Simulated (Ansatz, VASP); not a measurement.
**Cu14Mo: VASP beside Ansatz**

```
CELL_PARAMETERS angstrom
3.79594 2.19158 0.00000
-3.79594 2.19158 0.00000
0.00000 0.00000 20.26502
ATOMIC_POSITIONS crystal
Cu 0.00000 0.00000 0.29440
Cu 0.33333 0.66667 0.29558
Cu 0.66667 0.33333 0.29558
Cu 0.33374 0.00000 0.39590
Cu 0.66626 0.66626 0.39590
Cu 0.00000 0.33374 0.39590
Cu 0.66613 0.00000 0.49775
Cu 0.00000 0.66613 0.49775
Cu 0.33387 0.33387 0.49775
Cu 0.33333 0.66667 0.60171
Cu 0.66667 0.33333 0.60171
Cu 0.33710 0.00000 0.70805
Cu 0.66290 0.66290 0.70805
Cu 0.00000 0.33710 0.70805
Mo 0.00000 0.00000 0.60588
```

Alike in both runs: functional r2SCAN; k mesh 9 × 9 × 1; occupations methfessel-paxton of order 1, width 0.1 eV; no spin polarisation.

Ansatz relaxed the structure, and its values are those at the end. VASP's run is a single point on that final structure, the one shown.

```csv
,VASP,Ansatz
version,VASP 6.6.1,Ansatz 0.2.0
potentials or method,"VASP PAW PBE potentials, release 64 (Cu, Mo_sv), cutoff 580 eV","scalar-relativistic, plane waves, PAW"
valence electrons in the cell,168,280
```

|  | VASP | Ansatz | Ansatz less VASP |
| --- | --- | --- | --- |
| gap on the k mesh at the Fermi level (eV) | none | none | - |
| rms of the force components (eV/Å) | 0.007 | 0.001 | -0.0052 |

VASP's potentials were made for PBE, not for r2SCAN. A gap of «none» marks a metal or a gap that the smearing closes. VASP's potentials hold 168 valence electrons a cell and Ansatz's 280, so a difference there can come from the potentials and not from the codes. Ansatz's warnings: vacuum density over bound, xc potential rough in thin density.
